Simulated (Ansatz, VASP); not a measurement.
# One calculation of Na, two programs

The input INCAR:

```
SYSTEM = Na
ALGO = Fast
EDIFF = 1E-7
ENCUT = 520
GGA = PS
ISIF = 2
ISMEAR = 0
LASPH = .TRUE.
LCHARG = .TRUE.
LELF = .TRUE.
LREAL = .FALSE.
LVHAR = .TRUE.
LWAVE = .FALSE.
NBANDS = 10
NELM = 80
PREC = Accurate
SIGMA = 0.1
```

File KPOINTS:

```
k-points
0
G
  6 6 6
  0 0 0
```

The input POSCAR:

```
Na
1.0
   -2.1040268000      2.1040268000      2.1040268000
    2.1040268000     -2.1040268000      2.1040268000
    2.1040268000      2.1040268000     -2.1040268000
Na
1
Direct
    0.0000000000      0.0000000000      0.0000000000
```

Input for Ansatz:

```yaml
crystal:
  lattice:
    - [-2.1040268, 2.1040268, 2.1040268]
    - [2.1040268, -2.1040268, 2.1040268]
    - [2.1040268, 2.1040268, -2.1040268]
  atoms:
    - { symbol: Na, position: [0.0, 0.0, 0.0] }
basis:
  ecutwfc: 420
kpoints:
  mp_grid: { grid: [6, 6, 6] }
hamiltonian:
  xc: pbesol
scf:
  occupations: { method: gaussian, width: 0.1 }
output:
  forces: true
  stress: true
  eigenvalues: true
```

Alike in both runs: task single point; functional PBEsol; k mesh 6 × 6 × 6; occupations gaussian, width 0.1 eV; no spin polarisation.

|  | VASP | Ansatz |
| --- | --- | --- |
| version | VASP 6.6.1 | Ansatz 0.2.0 |
| potentials or method | VASP PAW PBE potentials, release 64 (Na_pv), cutoff 520 eV | scalar-relativistic, plane waves, PAW |
| valence electrons in the cell | 7 | 9 |

```tsv
	VASP	Ansatz	Ansatz less VASP
gap on the k mesh at the Fermi level (eV)	none	none	-
pressure (GPa)	-0.1	-0.1	-0.04
```

VASP's potentials were made for PBE, not for PBEsol. A gap of «none» marks a metal or a gap that the smearing closes. VASP's potentials hold 7 valence electrons a cell and Ansatz's 9, so a difference there can come from the potentials and not from the codes.
